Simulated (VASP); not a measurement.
## Ti5Si: single point with PBE

The system is Ti5Si.

```
CELL_PARAMETERS angstrom
5.25954 0.00000 0.00000
0.00000 5.25954 0.00000
0.00000 0.00000 3.38448
ATOMIC_POSITIONS crystal
Ti 0.70063 0.70063 0.03178
Ti 0.29937 0.29937 0.03178
Ti 0.29937 0.70063 0.03178
Ti 0.70063 0.29937 0.03178
Ti 0.50000 0.50000 0.46351
Si 0.00000 0.00000 0.11883
```

The cell was built from a structure type or drawn by symmetry, and may not be a known phase.

```
Program             : VASP 6.6.1
Task                : single point
Functional          : PBE
Potentials or basis : VASP PAW PBE potentials, release 64 (Ti_sv, Si)
Cutoff              : 520 eV
k mesh              : 4 × 4 × 6
Occupations         : gaussian, width 0.1 eV
Spin                : no spin polarisation
```

```
Pressure               : 56.8 GPa
Largest force          : 6.830 eV/Å
Band gap on the k mesh : zero (bands 32 and 33 overlap by 0.41 eV)
```

Forces on the atoms (eV/Å):
```
Ti   4.662  4.662 -1.785
Ti  -4.662 -4.662 -1.785
Ti  -4.662  4.662 -1.785
Ti   4.662 -4.662 -1.785
Ti   0.000  0.000  5.177
Si   0.000  0.000  1.962
```

Stress tensor (GPa, compression positive):
```
64.58  0.00  0.00
 0.00 64.58  0.00
 0.00  0.00 41.27
```

Levels at points of the mesh, in eV from the Fermi level:
```csv
k point,band 28,band 29,band 30,band 31,band 32,band 33,band 34,band 35,band 36,band 37
"(0.00, 0.00, 0.00)",-2.12,-1.65,-1.35,-1.27,-0.39,-0.02,-0.02,-0.02,1.07,1.07
"(0.50, 0.00, 0.00)",-1.61,-1.35,-0.96,-0.28,-0.20,0.16,0.22,0.33,1.09,1.39
"(0.50, 0.50, 0.00)",-1.53,-1.48,-0.55,-0.55,0.11,0.39,0.44,0.44,1.02,1.02
"(0.00, 0.00, 0.50)",-1.59,-0.81,-0.81,-0.04,0.30,0.30,0.79,1.25,1.25,1.27
"(0.50, 0.00, 0.50)",-1.01,-0.80,-0.67,-0.43,0.05,0.09,0.12,0.64,0.75,1.18
"(0.50, 0.50, 0.50)",-1.27,-1.27,-0.63,-0.63,-0.31,0.21,0.21,0.40,0.71,0.71
```

Run time: 88 s on 1 thread of AMD EPYC 9R45 96-Core Processor (Zen 5), with other jobs on the host, peak memory 0.2 GiB.

Caveat: atoms lie so close that the PAW spheres overlap strongly, which falsifies energies and pressures; the cell stands under pressure; forces of over 1 eV/Å act on the atoms, so gaps and moduli don't describe the material at rest.
